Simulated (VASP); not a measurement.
Crystal: IrC3.

```xyz
4
Lattice="-2.0749 2.0749 2.0749 2.0749 -2.0749 2.0749 2.0749 2.0749 -2.0749" Properties=species:S:1:pos:R:3 pbc="T T T"
Ir    0.0000    0.0000    0.0000
C     2.0749    0.0000    0.0000
C     0.0000    2.0749    0.0000
C     0.0000    0.0000    2.0749
```

Base run:

```yaml
Program: VASP 6.6.1
Functional: PBE
Potentials_or_basis: VASP PAW PBE potentials, release 64 (Ir_sv_GW, C)
Cutoff: 600 eV
k_mesh: 6 × 6 × 6
Occupations: gaussian, width 0.1 eV
Spin: no spin polarisation
```

Its results: pressure -0.8 GPa.

Question: The run is repeated on the same cell with these changes: potentials or basis from VASP PAW PBE potentials, release 64 (Ir_sv_GW, C) to VASP PAW PBE potentials, release 64 (Ir, C); cutoff from 600 eV to 520 eV; further incar settings from ALGO = Normal; EDIFF = 1e-06; NBANDS = 22 to ALGO = Normal; EDIFF = 1e-07; NBANDS = 18; valence electrons from 29 to 21. What comes out?

Answer: Pressure 1.2 GPa.
